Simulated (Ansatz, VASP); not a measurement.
# Two plane-wave programs on Bi2Se3

```
Bi Se
1.0
     2.07150    1.19598    9.54533
    -2.07150    1.19598    9.54533
     0.00000   -2.39196    9.54533
Bi Se
2 3
Direct
  0.40061 0.40061 0.40061
  0.59939 0.59939 0.59939
  0.00000 0.00000 0.00000
  0.21115 0.21115 0.21115
  0.78885 0.78885 0.78885
```

Alike in both runs: functional PBE; k mesh 9 × 9 × 9; occupations fermi-dirac, width 0.02 eV; no spin polarisation.

Ansatz relaxed the structure, and its values are those at the end. VASP's run is a single point on that final structure, the one shown.

|  | VASP | Ansatz |
| --- | --- | --- |
| version | VASP 6.6.1 | Ansatz 0.2.0 |
| potentials or method | VASP PAW PBE potentials, release 64 (Bi_d, Se) | plane-wave PAW, scalar-relativistic |
| plane-wave cutoff (eV) | 520 | 420 |
| valence electrons in the cell | 48 | 78 |

VASP gave:

| Quantity | Value |
| --- | --- |
| pressure (GPa) | 2.3 |
| rms of the force components (eV/Å) | 0.012 |

Question: What did Ansatz give for the same quantities?

Answer: Pressure (GPa): 2.2; rms of the force components (eV/Å): 0.006.

VASP's potentials hold 48 valence electrons a cell and Ansatz's 78, so a difference there can come from the potentials and not from the codes. Ansatz's warnings: stress scf threshold loose.

Spin-orbit coupling is off throughout.
